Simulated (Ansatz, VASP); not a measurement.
# One calculation of Pt, two programs

```
Pt
1.0
     0.00000    1.98512    1.98512
     1.98512    0.00000    1.98512
     1.98512    1.98512    0.00000
Pt
1
Direct
  0.00000 0.00000 0.00000
```

Alike in both runs: functional PBE; k mesh 18 × 18 × 18; occupations gaussian, width 0.1 eV; no spin polarisation.

Ansatz relaxed the structure, and its values are those at the end. VASP's run is a single point on that final structure, the one shown.

|  | VASP | Ansatz |
| --- | --- | --- |
| version | VASP 6.6.1 | Ansatz 0.2.0 |
| potentials or method | VASP PAW PBE potentials, release 64 (Pt), cutoff 520 eV | scalar-relativistic, plane waves, PAW |
| valence electrons in the cell | 10 | 18 |

|  | VASP | Ansatz | Ansatz less VASP |
| --- | --- | --- | --- |
| gap on the k mesh at the Fermi level (eV) | none | none | - |
| pressure (GPa) | -0.5 | 0.0 | +0.49 |

A gap of «none» marks a metal or a gap that the smearing closes. VASP's potentials hold 10 valence electrons a cell and Ansatz's 18, so a difference there can come from the potentials and not from the codes.

Neither program's run includes spin-orbit coupling.
